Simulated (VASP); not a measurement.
Wanted: the native input for a VASP 6.6.1 run.

* Task: relaxation of cell and atoms
* Functional: PBE
* Potentials or basis: VASP PAW PBE potentials, release 64 (H, Os)
* Cutoff: 600 eV
* k mesh: 8 × 8 × 8
* Occupations: gaussian, width 0.1 eV
* Spin: no spin polarisation
* Dipole correction: no
* Further INCAR settings: ALGO = Normal; EDIFF = 1e-06; IBRION = 2; EDIFFG = -0.01; NSW = 100; ISIF = 3

The structure of H8Os3 lies in POSCAR:

```
H8Os3
1.0
    5.2352480093      0.0000000000      0.0000000000
    0.0000000000      5.2352480093      0.0000000000
    0.0000000000      0.0000000000      5.2352480093
H Os
8 3
Direct
    0.1995417314      0.0000000000      0.0000000000
    0.8004582686      0.0000000000      0.0000000000
    0.0000000000      0.1995417314      0.0000000000
    0.0000000000      0.8004582686      0.0000000000
    0.0000000000      0.0000000000      0.1995417314
    0.0000000000      0.0000000000      0.8004582686
    0.0000000000      0.0000000000      0.0000000000
    0.5000000000      0.5000000000      0.5000000000
    0.5000000000      0.0000000000      0.0000000000
    0.0000000000      0.5000000000      0.0000000000
    0.0000000000      0.0000000000      0.5000000000
```

The input as run:

INCAR

```
SYSTEM = H8Os3
  ALGO = Normal
  EDIFF = 1E-6
  EDIFFG = -0.01
  ENCUT = 600
  GGA = PE
  IBRION = 2
  ISIF = 3
  ISMEAR = 0
  LASPH = .True.
  LCHARG = .False.
  LREAL = .False.
  LWAVE = .False.
  NELM = 100
  NSW = 100
  PREC = Accurate
  SIGMA = 0.1
```

KPOINTS

```
k-points
0
Gamma
  8 8 8
  0 0 0
```

Potentials or basis: VASP PAW PBE potentials, release 64 (H, Os).

Command:

```console
$ cat potpaw_PBE.64/H/POTCAR potpaw_PBE.64/Os/POTCAR > POTCAR
$ mpirun -np 1 vasp_std > vasp.out
```

It gave:

* Relaxed volume: 13.20 Å³/atom
* Relaxed cell: a = 5.256 Å, b = 5.256 Å, c = 5.256 Å, α = 90.00°, β = 90.00°, γ = 90.00°
* Space group after relaxing (to 0.05 Å): Pm-3m (No. 221)
* Energy gained by relaxing: 0.3 meV/atom
* Ionic steps: 5
* Pressure after relaxing: 0.0 GPa
* Band gap on the k mesh: zero (band 16 reaches 0.21 eV, above the bottom of band 17 at -0.24 eV)

Caveat: spin-orbit coupling is left out, which moves the levels of the heavy elements.

Run time: 4.3 min on 1 thread of AMD EPYC 9R14 (Zen 4), with other jobs on the host, peak memory 0.31 GiB.
